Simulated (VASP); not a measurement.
# Al7Cu (Fm-3m) in VASP: a series of runs

Al7Cu is run at these levels: PBE; tasks: single point.

All numbers are computed with VASP 6.6.1; they aren't measurements. Logs are shortened: lines on timing, memory, paths and dates and some standing lists are left out, and cuts for length are marked.

## Step 1: The cell of the first run

Symmetry: Fm-3m, No. 225, cubic system. Conventional cell: a = 8.038 Å, b = 8.038 Å, c = 8.038 Å, α = 90.00°, β = 90.00°, γ = 90.00°. Within 3.7 Å of Al (site symmetry mmm) lie 10 Al at 2.84 Å and 2 Cu at 2.84 Å. Within 3.7 Å of Al (site symmetry m-3m) lie 12 Al at 2.84 Å. Within 3.7 Å of Cu (site symmetry m-3m) lie 12 Al at 2.84 Å.

## Step 2: Single point, PBE (volume scaled by 1.03)

The input, INCAR:

```
SYSTEM = Al7Cu
ALGO     = Normal         ! electronic algorithm
EDIFF    = 1E-6           ! SCF threshold, eV
ENCUT    = 520            ! plane-wave cutoff, eV
GGA      = PE             ! functional
ISIF     = 2              ! what is computed and relaxed
ISMEAR   = 0              ! smearing method
LASPH    = .TRUE.         ! aspherical terms in the spheres
LCHARG   = .FALSE.        ! write CHGCAR
LREAL    = .FALSE.        ! projectors in reciprocal space
LWAVE    = .FALSE.        ! write WAVECAR
NBANDS   = 26             ! bands
NELM     = 60             ! most SCF steps
PREC     = Accurate       ! precision mode
SIGMA    = 0.1            ! smearing width, eV
```

The input, KPOINTS:

```
k-points
0
G
  8 8 8
  0 0 0
```

The input, POSCAR:

```
Al7Cu
1.0
    0.0000000000      4.0191697223      4.0191697223
    4.0191697223      0.0000000000      4.0191697223
    4.0191697223      4.0191697223      0.0000000000
Al Cu
7 1
Direct
    0.5000000000      0.0000000000      0.0000000000
    0.0000000000      0.5000000000      0.5000000000
    0.0000000000      0.5000000000      0.0000000000
    0.5000000000      0.0000000000      0.5000000000
    0.0000000000      0.0000000000      0.5000000000
    0.5000000000      0.5000000000      0.0000000000
    0.0000000000      0.0000000000      0.0000000000
    0.5000000000      0.5000000000      0.5000000000
```

Potentials or basis: VASP PAW PBE potentials, release 64 (Al, Cu).

Launch:

```bash
> cat potpaw_PBE.64/Al/POTCAR potpaw_PBE.64/Cu/POTCAR > POTCAR
> mpirun -np 1 vasp_std > vasp.out
```

OUTCAR:

```text
SYSTEM = Al7Cu
   EDIFF = 1E-6
   ENCUT = 520
   GGA = PE
   ISIF = 2
   ISMEAR = 0
   LASPH = .TRUE.
   LREAL = .FALSE.
   NELM = 60
   PREC = Accurate

 ion  position               nearest neighbor table
   1  0.500  0.000  0.000-   4 2.84   6 2.84   7 2.84   4 2.84   5 2.84   8 2.84   3 2.84   6 2.84
                             8 2.84   3 2.84   5 2.84   7 2.84
   2  0.000  0.500  0.500-   3 2.84   5 2.84   8 2.84   3 2.84   6 2.84   7 2.84   4 2.84   5 2.84
                             7 2.84   4 2.84   6 2.84   8 2.84
   3  0.000  0.500  0.000-   2 2.84   6 2.84   7 2.84   2 2.84   5 2.84   8 2.84   1 2.84   5 2.84
                             7 2.84   1 2.84   6 2.84   8 2.84
   4  0.500  0.000  0.500-   1 2.84   5 2.84   8 2.84   1 2.84   6 2.84   7 2.84   2 2.84   6 2.84
                             8 2.84   2 2.84   5 2.84   7 2.84
   5  0.000  0.000  0.500-   2 2.84   4 2.84   7 2.84   1 2.84   3 2.84   7 2.84   2 2.84   3 2.84
                             8 2.84   1 2.84   4 2.84   8 2.84
   6  0.500  0.500  0.000-   1 2.84   3 2.84   8 2.84   2 2.84   4 2.84   8 2.84   1 2.84   4 2.84
                             7 2.84   2 2.84   3 2.84   7 2.84
   7  0.000  0.000  0.000-   1 2.84   3 2.84   5 2.84   2 2.84   4 2.84   5 2.84   2 2.84   3 2.84
                             6 2.84   1 2.84   4 2.84   6 2.84
   8  0.500  0.500  0.500-   2 2.84   4 2.84   6 2.84   1 2.84   3 2.84   6 2.84   1 2.84   4 2.84
                             5 2.84   2 2.84   3 2.84   5 2.84

  LATTYP: Found a face centered cubic cell.
 ALAT       =     8.0383394446

  Lattice vectors:

 A1 = (   0.0000000000,   4.0191697223,   4.0191697223)
 A2 = (   4.0191697223,   0.0000000000,   4.0191697223)
 A3 = (   4.0191697223,   4.0191697223,   0.0000000000)

Analysis of symmetry for initial positions (statically):
=====================================================================
 Subroutine PRICEL returns:
 Original cell was already a primitive cell.

 Routine SETGRP: Setting up the symmetry group for a
 face centered cubic supercell.

 Subroutine GETGRP returns: Found 48 space group operations
 (whereof 48 operations were pure point group operations)
 out of a pool of 48 trial point group operations.

The static configuration has the point symmetry O_h .

Analysis of symmetry for dynamics (positions and initial velocities):
=====================================================================
 Subroutine PRICEL returns:
 Original cell was already a primitive cell.

 Routine SETGRP: Setting up the symmetry group for a
 face centered cubic supercell.

 Subroutine GETGRP returns: Found 48 space group operations
 (whereof 48 operations were pure point group operations)
 out of a pool of 48 trial point group operations.

The dynamic configuration has the point symmetry O_h .

 Subroutine INISYM returns: Found 48 space group operations
 (whereof 48 operations are pure point group operations),
 and found     1 'primitive' translations

----------------------------------------------------------------------------------------

                                     Primitive cell

  volume of cell :     129.8491

  direct lattice vectors                    reciprocal lattice vectors
     0.000000000  4.019169722  4.019169722    -0.124403803  0.124403803  0.124403803
     4.019169722  0.000000000  4.019169722     0.124403803 -0.124403803  0.124403803
     4.019169722  4.019169722  0.000000000     0.124403803  0.124403803 -0.124403803

  length of vectors
     5.683964331  5.683964331  5.683964331     0.215473708  0.215473708  0.215473708

  position of ions in fractional coordinates (direct lattice)
     0.500000000  0.000000000  0.000000000
     0.000000000  0.500000000  0.500000000
     0.000000000  0.500000000  0.000000000
     0.500000000  0.000000000  0.500000000
     0.000000000  0.000000000  0.500000000
     0.500000000  0.500000000  0.000000000
     0.000000000  0.000000000  0.000000000
     0.500000000  0.500000000  0.500000000

  ion indices of the primitive-cell ions
   primitive index   ion index
                 1           1
                 2           2
                 3           3
                 4           4
                 5           5
                 6           6
                 7           7
                 8           8

----------------------------------------------------------------------------------------

 KPOINTS: k-points

Automatic generation of k-mesh.
 Grid dimensions read from file:
 generate k-points for:    8    8    8

 Generating k-lattice:

  Cartesian coordinates                     Fractional coordinates (reciprocal lattice)
    -0.015550475  0.015550475  0.015550475     0.125000000  0.000000000  0.000000000
     0.015550475 -0.015550475  0.015550475     0.000000000  0.125000000  0.000000000
     0.015550475  0.015550475 -0.015550475     0.000000000  0.000000000  0.125000000

  Length of vectors
     0.026934214  0.026934214  0.026934214

  Shift w.r.t. Gamma in fractional coordinates (k-lattice)
     0.000000000  0.000000000  0.000000000

 Subroutine IBZKPT returns following result:
 ===========================================

 Found     29 irreducible k-points:

 Following reciprocal coordinates:
            Coordinates               Weight
  0.000000  0.000000  0.000000      1.000000
  0.125000  0.000000  0.000000      8.000000
  0.250000  0.000000  0.000000      8.000000
  0.375000  0.000000  0.000000      8.000000
  0.500000  0.000000  0.000000      4.000000
  0.125000  0.125000  0.000000      6.000000
[... 16 lines left out ...]
  0.500000  0.250000  0.125000     48.000000
 -0.375000  0.250000  0.125000     24.000000
 [... further k-points ...]
   k-points           NKPTS =     29   k-points in BZ     NKDIM =     29   number of bands    NBANDS=     26
   number of dos      NEDOS =    301   number of ions     NIONS =      8
   total plane-waves  NPLWV =  74088
   dimension x,y,z NGX =    42 NGY =   42 NGZ =   42
   dimension x,y,z NGXF=    84 NGYF=   84 NGZF=   84
   ions per type =               7   1
   NGX,Y,Z   is equivalent  to a cutoff of  12.28, 12.28, 12.28 a.u.
   NGXF,Y,Z  is equivalent  to a cutoff of  24.57, 24.57, 24.57 a.u.
 SYSTEM =  Al7Cu
   PREC   = accura    normal or accurate (medium, high low for compatibility)
   ISTART =      0    job   : 0-new  1-cont  2-samecut
   ICHARG =      2    charge: 1-file 2-atom 10-const
   ISPIN  =      1    spin polarized calculation?
   LNONCOLLINEAR =      F non collinear calculations
   LSORBIT =      F    spin-orbit coupling
   LASPH  =      T    aspherical Exc in radial PAW
   ENCUT  =  520.0 eV  38.22 Ry    6.18 a.u.  10.57 10.57 10.57*2*pi/ulx,y,z
   NELM   =     60;   NELMIN=  2; NELMDL= -5     # of ELM steps
   EDIFF  = 0.1E-05   stopping-criterion for ELM
   LREAL  =      F    real-space projection
   EDIFFG = 0.1E-04   stopping-criterion for IOM
   NSW    =      0    number of steps for IOM
   IBRION =     -1    ionic relax: 0-MD 1-quasi-New 2-CG
   NFREE  =      0    steps in history (QN), initial steepest desc. (CG)
   ISIF   =      2    stress and relaxation
   ISYM   =      2    0-nonsym 1-usesym 2-fastsym
   POTIM  = 0.5000    time-step for ionic-motion
   TEBEG  =    0.0;   TEEND  =   0.0 temperature during run
   PSTRESS=    0.0 pullay stress
   NELECT =      32.0000    total number of electrons
   NUPDOWN=      -1.0000    fix difference up-down
   EMIN   =  10.00;   EMAX   =-10.00  energy-range for DOS
   EFERMI =   0.00;   METHOD = LEGACY
   ISMEAR =     0;   SIGMA  =   0.10  broadening in eV -4-tet -1-fermi 0-gaus
   EFERMI_NEDOS =   21; number of points for ismear=-14 and -15
   IALGO  =     38    algorithm
   IMIX   =      4    mixing-type and parameters
     AMIX     =   0.40;   BMIX     =  1.00
     AMIX_MAG =   1.60;   BMIX_MAG =  1.00
  volume/ion in A,a.u.               =      16.23       109.53
  Fermi-wavevector in a.u.,A,eV,Ry     =   1.026389  1.939593 14.333377  1.053474
  Thomas-Fermi vector in A             =   2.160279
   LORBIT       =      0    0 simple, 1 ext, 2 COOP (PROOUT), +10 PAW based schemes
   GGA     = PE    functional components
   LHFCALC =     F    Hartree Fock is set to
   AEXX    =    0.0000 exact exchange contribution
   IVDW    =     0    specifies the selected vdW correction
   LEPSILON=     F    determine dielectric tensor
   LRPA    =     F    only Hartree local field effects (RPA)
 non-spin polarized calculation
 Gauss-broadening in eV      SIGMA  =   0.10
  energy-cutoff  :      520.00
  volume of cell :      129.85
 maximum number of plane-waves:      3523
   NGX = 21   NGY = 21   NGZ = 21

 number of electron      32.0000000 magnetization

 Free energy of the ion-electron system (eV)
  ---------------------------------------------------
  ext. energy  EPLUGINS =         0.00000000
  ---------------------------------------------------
  free energy    TOTEN  =       -30.06128488 eV

  energy without entropy =      -30.04825920  energy(sigma->0) =      -30.05477204

 E-fermi :   7.7630     XC(G=0): -10.3563

 val. band max:        7.7505753295   @ k =   0.3750   0.2500   0.1250
 cond. band min:       7.8505647192   @ k =   0.3750   0.3750   0.0000
 fundamental gap:      0.0999893897
 Fermi energy:         7.7629583856

 k-point     1 :       0.0000    0.0000    0.0000
  band No.  band energies     occupation
      1      -3.1368      2.00000
      2       3.0157      2.00000
      3       3.0157      2.00000
      4       3.0157      2.00000
      5       3.1602      2.00000
      6       3.5450      2.00000
[... 18 lines left out ...]
     25      13.8632      0.00000
     26      13.8632      0.00000

 k-point     2 :       0.1250    0.0000    0.0000
  band No.  band energies     occupation
      1      -3.0298      2.00000
      2       1.9005      2.00000
      3       2.8504      2.00000
      4       2.8504      2.00000
      5       3.0827      2.00000
      6       3.6961      2.00000
[... 18 lines left out ...]
     25      14.1164      0.00000
[... 608 lines left out ...]
     25      12.7433      0.00000
     26      13.2632      0.00000

 k-point    24 :      -0.3750    0.2500    0.1250
  band No.  band energies     occupation
      1      -1.3028      2.00000
      2      -1.0082      2.00000
      3       0.8856      2.00000
      4       1.3064      2.00000
      5       3.0278      2.00000
      6       3.2975      2.00000
[... 18 lines left out ...]
     25      12.6461      0.00000
     26      12.6585      0.00000

 [... further k-points ...]
[... 5 lines left out ...]
  --------------------------------------------------------------------------------------
  -------------------------------------------------------------------------------------
  Total       -1.8979601     -1.8979601     -1.8979601      0.0000000      0.0000000      0.0000000
  in kB      -23.4184765    -23.4184765    -23.4184765      0.0000000      0.0000000      0.0000000
  external PRESSURE =     -23.4184765 kB  Pullay stress =       0.0000000 kB

 VOLUME and BASIS-vectors are now :
 -----------------------------------------------------------------------------
  energy-cutoff  :      520.00
  volume of cell :      129.85
      direct lattice vectors                 reciprocal lattice vectors
     0.000000000  4.019169722  4.019169722    -0.124403803  0.124403803  0.124403803
     4.019169722  0.000000000  4.019169722     0.124403803 -0.124403803  0.124403803
     4.019169722  4.019169722  0.000000000     0.124403803  0.124403803 -0.124403803

 POSITION                                       TOTAL-FORCE (eV/Angst)
 -----------------------------------------------------------------------------------
      0.00000      2.00958      2.00958        -0.000000     -0.000000     -0.000000
      4.01917      2.00958      2.00958        -0.000000      0.000000     -0.000000
      2.00958      0.00000      2.00958        -0.000000     -0.000000     -0.000000
      2.00958      4.01917      2.00958        -0.000000     -0.000000     -0.000000
      2.00958      2.00958      0.00000        -0.000000     -0.000000     -0.000000
      2.00958      2.00958      4.01917        -0.000000     -0.000000     -0.000000
      0.00000      0.00000      0.00000        -0.000000     -0.000000     -0.000000
      4.01917      4.01917      4.01917         0.000000      0.000000      0.000000
 -----------------------------------------------------------------------------------
    total drift:                               -0.000000     -0.000000      0.000000

  FREE ENERGIE OF THE ION-ELECTRON SYSTEM (eV)
  ---------------------------------------------------
  free  energy   TOTEN  =       -30.0612848785 eV

  energy  without entropy=      -30.0482592037  energy(sigma->0) =      -30.05477204
```

It used 110 s of CPU time on 1 thread of AMD EPYC 7R13 Processor (Zen 3), on a shared host.

Results:

| Property | Result |
| --- | --- |
| Free energy | -30.0613 eV |
| Pressure | -2.3 GPa |
| Band gap on the k mesh | zero (band 16 reaches 8.66 eV, above the bottom of band 17 at 5.33 eV) |

## Step 3: Single point, PBE (volume scaled by 1.06)

The input, INCAR:

```
SYSTEM = Al7Cu
ALGO     = Fast           ! electronic algorithm
EDIFF    = 1E-7           ! SCF threshold, eV
ENCUT    = 520            ! plane-wave cutoff, eV
GGA      = PE             ! functional
ISIF     = 2              ! what is computed and relaxed
ISMEAR   = 0              ! smearing method
LASPH    = .True.         ! aspherical terms in the spheres
LCHARG   = .True.         ! write CHGCAR
LELF     = .True.         ! ELF
LREAL    = .False.        ! projectors in reciprocal space
LVHAR    = .True.       
LWAVE    = .False.        ! write WAVECAR
NBANDS   = 26             ! bands
NELM     = 60             ! most SCF steps
PREC     = Accurate       ! precision mode
SIGMA    = 0.1            ! smearing width, eV
```

The input, KPOINTS:

```
k-points
0
Gamma
  8 8 8
  0 0 0
```

POSCAR, as its differences from that of step 2:

```diff
@@ -2,5 +2,5 @@
 1.0
-    0.0000000000      4.0191697223      4.0191697223
-    4.0191697223      0.0000000000      4.0191697223
-    4.0191697223      4.0191697223      0.0000000000
+    0.0000000000      4.0578179559      4.0578179559
+    4.0578179559      0.0000000000      4.0578179559
+    4.0578179559      4.0578179559      0.0000000000
 Al Cu
```

Potentials or basis: VASP PAW PBE potentials, release 64 (Al, Cu).

Launch:

```bash
> cat potpaw_PBE.64/Al/POTCAR potpaw_PBE.64/Cu/POTCAR > POTCAR
> mpirun -np 1 vasp_std > vasp.out
```

Run time: 5 min. Hardware: 1 thread of AMD EPYC 7R13 (Zen 3), shared host; peak memory 0.34 GiB.

The run converged. Its results:

```yaml
Free_energy: -29.9825 eV
Pressure: -4.4 GPa
Band_gap_on_the_k_mesh: zero (band 16 reaches 8.33 eV, above the bottom of band 17 at 5.10 eV)
```

Levels at points of the mesh, in eV from the Fermi level:
| k point | band 13 | band 14 | band 15 | band 16 | band 17 | band 18 | band 19 | band 20 |
| --- | --- | --- | --- | --- | --- | --- | --- | --- |
| (0.00, 0.00, 0.00) | -2.48 | -2.48 | -2.37 | -2.37 | -2.37 | -0.66 | -0.58 | -0.58 |
| (0.50, 0.00, 0.00) | -2.80 | -0.37 | -0.37 | -0.21 | -0.14 | 0.26 | 0.26 | 3.57 |
| (0.50, 0.50, 0.00) | -0.37 | -0.19 | -0.19 | 0.44 | 1.18 | 1.22 | 1.33 | 1.88 |
